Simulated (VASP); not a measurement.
# Au (P6_3/mmc) in VASP: single point with PBE

Aim: the single point of Au with PBE.

Program: VASP 6.6.1. These are calculated values, not measurements. Logs are shortened: lines on timing, memory, paths and dates and some standing lists are left out, and cuts for length are marked.

**1. The cell of the first run**

Symmetry: P6_3/mmc, No. 194, hexagonal system. Conventional cell: a = 2.871 Å, b = 2.871 Å, c = 4.831 Å, α = 90.00°, β = 90.00°, γ = 120.00°. Within 3.8 Å of Au (site symmetry -6m2) lie 12 Au at 2.87 to 2.93 Å.

This isn't the form of Au at room conditions, which is fcc.

**2. Single point, PBE (17.24 Å³/atom)**

Input file INCAR:

```
SYSTEM = Au
ALGO = Normal
EDIFF = 1E-6
ENCUT = 520
GGA = PE
ISIF = 2
ISMEAR = -1
LASPH = .TRUE.
LCHARG = .FALSE.
LREAL = .FALSE.
LWAVE = .FALSE.
NBANDS = 18
NELM = 60
PREC = Accurate
SIGMA = 0.03
```

Input file KPOINTS:

```
k-points
0
G
  14 14 8
  0 0 0
```

Input file POSCAR:

```
Au
1.0
    2.8707034943      0.0000000000      0.0000000000
   -1.4353517471      2.4861021528      0.0000000000
    0.0000000000      0.0000000000      4.8307037003
Au
2
Direct
    0.3333333333      0.6666666667      0.7500000000
    0.6666666667      0.3333333333      0.2500000000
```

Potentials or basis: VASP PAW PBE potentials, release 64 (Au).

Run with:

```bash
cat potpaw_PBE.64/Au/POTCAR > POTCAR
mpirun -np 1 vasp_std > vasp.out
```

OUTCAR:

```text
SYSTEM = Au
   EDIFF = 1E-6
   ENCUT = 520
   GGA = PE
   ISIF = 2
   ISMEAR = -1
   LASPH = .TRUE.
   LREAL = .FALSE.
   NELM = 60
   PREC = Accurate

 ion  position               nearest neighbor table
   1  0.333  0.667  0.750-   2 2.93   2 2.93   2 2.93   2 2.93   2 2.93   2 2.93
   2  0.667  0.333  0.250-   1 2.93   1 2.93   1 2.93   1 2.93   1 2.93   1 2.93

  LATTYP: Found a hexagonal cell.
 ALAT       =     2.8707034943
 C/A-ratio  =     1.6827595430

  Lattice vectors:

 A1 = (   2.8707034943,   0.0000000000,   0.0000000000)
 A2 = (  -1.4353517471,   2.4861021528,   0.0000000000)
 A3 = (   0.0000000000,   0.0000000000,   4.8307037003)

Analysis of symmetry for initial positions (statically):
=====================================================================
 Subroutine PRICEL returns:
 Original cell was already a primitive cell.

 Routine SETGRP: Setting up the symmetry group for a
 hexagonal supercell.

 Subroutine GETGRP returns: Found 24 space group operations
 (whereof 12 operations were pure point group operations)
 out of a pool of 24 trial point group operations.

The static configuration has the point symmetry D_3d.
 The point group associated with its full space group is D_6h.

Analysis of symmetry for dynamics (positions and initial velocities):
=====================================================================
 Subroutine PRICEL returns:
 Original cell was already a primitive cell.

 Routine SETGRP: Setting up the symmetry group for a
 hexagonal supercell.

 Subroutine GETGRP returns: Found 24 space group operations
 (whereof 12 operations were pure point group operations)
 out of a pool of 24 trial point group operations.

The dynamic configuration has the point symmetry D_3d.
 The point group associated with its full space group is D_6h.

 Subroutine INISYM returns: Found 24 space group operations
 (whereof 12 operations are pure point group operations),
 and found     1 'primitive' translations

----------------------------------------------------------------------------------------

                                     Primitive cell

  volume of cell :      34.4761

  direct lattice vectors                    reciprocal lattice vectors
     2.870703494  0.000000000  0.000000000     0.348346669  0.201118043  0.000000000
    -1.435351747  2.486102153  0.000000000     0.000000000  0.402236086  0.000000000
     0.000000000  0.000000000  4.830703700     0.000000000  0.000000000  0.207009178

  length of vectors
     2.870703494  2.870703494  4.830703700     0.402236086  0.402236086  0.207009178

  position of ions in fractional coordinates (direct lattice)
     0.333333333  0.666666667  0.750000000
     0.666666667  0.333333333  0.250000000

  ion indices of the primitive-cell ions
   primitive index   ion index
                 1           1
                 2           2

----------------------------------------------------------------------------------------

 KPOINTS: k-points

Automatic generation of k-mesh.
 Grid dimensions read from file:
 generate k-points for:   14   14    8

 Generating k-lattice:

  Cartesian coordinates                     Fractional coordinates (reciprocal lattice)
     0.024881905  0.014365575  0.000000000     0.071428571  0.000000000  0.000000000
     0.000000000  0.028731149  0.000000000     0.000000000  0.071428571  0.000000000
     0.000000000  0.000000000  0.025876147     0.000000000  0.000000000  0.125000000

  Length of vectors
     0.028731149  0.028731149  0.025876147

  Shift w.r.t. Gamma in fractional coordinates (k-lattice)
     0.000000000  0.000000000  0.000000000

 Subroutine IBZKPT returns following result:
 ===========================================

 Found    120 irreducible k-points:

 Following reciprocal coordinates:
            Coordinates               Weight
  0.000000  0.000000  0.000000      1.000000
  0.071429  0.000000  0.000000      6.000000
  0.142857  0.000000  0.000000      6.000000
  0.214286  0.000000  0.000000      6.000000
  0.285714  0.000000  0.000000      6.000000
  0.357143 -0.000000  0.000000      6.000000
[... 16 lines left out ...]
  0.285714  0.285714  0.000000      6.000000
  0.357143  0.285714  0.000000      6.000000
 [... further k-points ...]
   k-points           NKPTS =    120   k-points in BZ     NKDIM =    120   number of bands    NBANDS=     18
   number of dos      NEDOS =    301   number of ions     NIONS =      2
   total plane-waves  NPLWV =  20736
   dimension x,y,z NGX =    24 NGY =   24 NGZ =   36
   dimension x,y,z NGXF=    48 NGYF=   48 NGZF=   72
   ions per type =               2
   NGX,Y,Z   is equivalent  to a cutoff of  13.90, 13.90, 12.39 a.u.
   NGXF,Y,Z  is equivalent  to a cutoff of  27.80, 27.80, 24.78 a.u.
 SYSTEM =  Au
   PREC   = accura    normal or accurate (medium, high low for compatibility)
   ISTART =      0    job   : 0-new  1-cont  2-samecut
   ICHARG =      2    charge: 1-file 2-atom 10-const
   ISPIN  =      1    spin polarized calculation?
   LNONCOLLINEAR =      F non collinear calculations
   LSORBIT =      F    spin-orbit coupling
   LASPH  =      T    aspherical Exc in radial PAW
   ENCUT  =  520.0 eV  38.22 Ry    6.18 a.u.   5.34  5.34  8.98*2*pi/ulx,y,z
   NELM   =     60;   NELMIN=  2; NELMDL= -5     # of ELM steps
   EDIFF  = 0.1E-05   stopping-criterion for ELM
   LREAL  =      F    real-space projection
[... 7 lines left out ...]
   TEBEG  =    0.0;   TEEND  =   0.0 temperature during run
   PSTRESS=    0.0 pullay stress
   NELECT =      22.0000    total number of electrons
   NUPDOWN=      -1.0000    fix difference up-down
   EMIN   =  10.00;   EMAX   =-10.00  energy-range for DOS
   EFERMI =   0.00;   METHOD = LEGACY
   ISMEAR =    -1;   SIGMA  =   0.03  broadening in eV -4-tet -1-fermi 0-gaus
   EFERMI_NEDOS =   21; number of points for ismear=-14 and -15
   IALGO  =     38    algorithm
   IMIX   =      4    mixing-type and parameters
     AMIX     =   0.40;   BMIX     =  1.00
     AMIX_MAG =   1.60;   BMIX_MAG =  1.00
  volume/ion in A,a.u.               =      17.24       116.33
  Fermi-wavevector in a.u.,A,eV,Ry     =   1.409429  2.663434 27.027833  1.986490
  Thomas-Fermi vector in A             =   2.531486
   LORBIT       =      0    0 simple, 1 ext, 2 COOP (PROOUT), +10 PAW based schemes
   GGA     = PE    functional components
   LHFCALC =     F    Hartree Fock is set to
   AEXX    =    0.0000 exact exchange contribution
   IVDW    =     0    specifies the selected vdW correction
   LEPSILON=     F    determine dielectric tensor
   LRPA    =     F    only Hartree local field effects (RPA)
 non-spin polarized calculation
  energy-cutoff  :      520.00
  volume of cell :       34.48
 maximum number of plane-waves:       942
 NGX is ok and might be reduce to    24
   NGX = 11   NGY = 11   NGZ = 17

 number of electron      22.0000003 magnetization

 Free energy of the ion-electron system (eV)
  ---------------------------------------------------
  ext. energy  EPLUGINS =         0.00000000
  ---------------------------------------------------
  free energy    TOTEN  =        -6.38928435 eV

  energy without entropy =       -6.38546045  energy(sigma->0) =       -6.38737240

 E-fermi :   9.2750     XC(G=0): -12.6478

 val. band max:        9.2735568916   @ k =   0.5000   0.0000   0.2500
 cond. band min:       9.2769196704   @ k =   0.3571   0.1429   0.2500
 fundamental gap:      0.0033627787
 Fermi energy:         9.2749606277

 k-point     1 :       0.0000    0.0000    0.0000
  band No.  band energies     occupation
      1      -0.4525      2.00000
      2       1.9789      2.00000
      3       4.4631      2.00000
      4       4.7512      2.00000
      5       4.7512      2.00000
      6       5.0547      2.00000
[... 10 lines left out ...]
     17      27.7195      0.00000
     18      27.7195      0.00000

 k-point     2 :       0.0714    0.0000    0.0000
  band No.  band energies     occupation
      1      -0.2916      2.00000
      2       2.1123      2.00000
      3       4.4110      2.00000
      4       4.7917      2.00000
      5       4.8583      2.00000
      6       4.9985      2.00000
[... 10 lines left out ...]
     17      26.8671      0.00000
     18      27.1159      0.00000

 k-point     3 :       0.1429    0.0000    0.0000
  band No.  band energies     occupation
      1       0.1734      2.00000
      2       2.4667      2.00000
      3       4.2563      2.00000
      4       4.7874      2.00000
      5       5.0421      2.00000
      6       5.1552      2.00000
[... 10 lines left out ...]
     17      25.7132      0.00000
     18      27.1020      0.00000

 k-point     4 :       0.2143    0.0000    0.0000
  band No.  band energies     occupation
      1       0.8763      2.00000
      2       2.8443      2.00000
      3       4.1794      2.00000
      4       4.4631      2.00000
      5       4.6194      2.00000
      6       5.3118      2.00000
[... 10 lines left out ...]
     17      25.9507      0.00000
     18      26.4208      0.00000

 k-point     5 :       0.2857    0.0000    0.0000
  band No.  band energies     occupation
      1       1.6569      2.00000
      2       2.9049      2.00000
      3       3.8550      2.00000
      4       4.4149      2.00000
      5       4.6258      2.00000
      6       5.1032      2.00000
[... 10 lines left out ...]
     17      24.0452      0.00000
     18      25.9063      0.00000

 k-point     6 :       0.3571   -0.0000    0.0000
  band No.  band energies     occupation
      1       2.2314      2.00000
      2       2.7417      2.00000
      3       3.4035      2.00000
      4       4.6971      2.00000
      5       4.9315      2.00000
      6       5.0532      2.00000
[... 307 lines left out ...]
 k-point    21 :       0.2857    0.2143    0.0000
  band No.  band energies     occupation
      1       3.1866      2.00000
      2       3.2773      2.00000
      3       3.4610      2.00000
      4       4.1739      2.00000
      5       4.5005      2.00000
      6       5.0417      2.00000
[... 10 lines left out ...]
     17      22.4399      0.00000
     18      23.0795      0.00000

 k-point    22 :       0.3571    0.2143    0.0000
  band No.  band energies     occupation
      1       3.1666      2.00000
      2       3.2934      2.00000
      3       3.3474      2.00000
      4       4.5481      2.00000
      5       4.6057      2.00000
      6       4.8357      2.00000
[... 10 lines left out ...]
     17      21.2664      0.00000
     18      22.4879      0.00000

 k-point    23 :       0.2857    0.2857    0.0000
  band No.  band energies     occupation
      1       3.2033      2.00000
      2       3.4710      2.00000
      3       3.7321      2.00000
      4       4.1936      2.00000
      5       4.4929      2.00000
      6       4.8299      2.00000
[... 10 lines left out ...]
     17      20.9694      0.00000
     18      21.4838      0.00000

 k-point    24 :       0.3571    0.2857    0.0000
  band No.  band energies     occupation
      1       3.1795      2.00000
      2       3.6294      2.00000
      3       3.6746      2.00000
      4       4.3167      2.00000
      5       4.5566      2.00000
      6       4.6860      2.00000
[... 10 lines left out ...]
     17      20.3427      0.00000
     18      20.5445      0.00000

 [... further k-points ...]
[... 5 lines left out ...]
  --------------------------------------------------------------------------------------
  -------------------------------------------------------------------------------------
  Total        1.4911564      1.4911564      1.2500027      0.0000000      0.0000000     -0.0000000
  in kB       69.2972623     69.2972623     58.0903298      0.0000000      0.0000000     -0.0000000
  external PRESSURE =      65.5616182 kB  Pullay stress =       0.0000000 kB

 VOLUME and BASIS-vectors are now :
 -----------------------------------------------------------------------------
  energy-cutoff  :      520.00
  volume of cell :       34.48
      direct lattice vectors                 reciprocal lattice vectors
     2.870703494  0.000000000  0.000000000     0.348346669  0.201118043  0.000000000
    -1.435351747  2.486102153  0.000000000     0.000000000  0.402236086  0.000000000
     0.000000000  0.000000000  4.830703700     0.000000000  0.000000000  0.207009178

 POSITION                                       TOTAL-FORCE (eV/Angst)
 -----------------------------------------------------------------------------------
     -0.00000      1.65740      3.62303        -0.000000      0.000000      0.000000
      1.43535      0.82870      1.20768         0.000000     -0.000000      0.000000
 -----------------------------------------------------------------------------------
    total drift:                               -0.000000      0.000000     -0.000000

  FREE ENERGIE OF THE ION-ELECTRON SYSTEM (eV)
  ---------------------------------------------------
  free  energy   TOTEN  =        -6.3892843500 eV

  energy  without entropy=       -6.3854604462  energy(sigma->0) =       -6.38737240
```

It took 22 s on 1 thread of Intel Xeon Platinum 8488C (Sapphire Rapids), shared host; peak memory 0.2 GiB.

What came out:

| Item | Value |
| --- | --- |
| Free energy | -6.3893 eV |
| Pressure | 6.6 GPa |
| Band gap on the k mesh | zero (bands 11 and 12 overlap by 6.53 eV) |

Levels at points of the mesh, in eV from the Fermi level:
| k point | band 9 | band 10 | band 11 | band 12 | band 13 | band 14 |
| --- | --- | --- | --- | --- | --- | --- |
| (0.00, 0.00, 0.00) | -3.52 | -2.19 | -2.19 | -1.10 | 2.60 | 14.61 |
| (0.50, 0.00, 0.00) | -1.87 | -1.69 | 0.38 | 1.57 | 5.73 | 7.25 |
| (0.00, 0.00, 0.50) | -2.64 | -2.64 | -2.64 | -2.64 | 10.52 | 10.52 |
| (0.50, 0.00, 0.50) | -1.76 | -1.76 | 0.49 | 0.49 | 3.93 | 3.93 |

Caveat: the cell stands under pressure; spin-orbit coupling is left out, which moves the levels of the heavy elements.
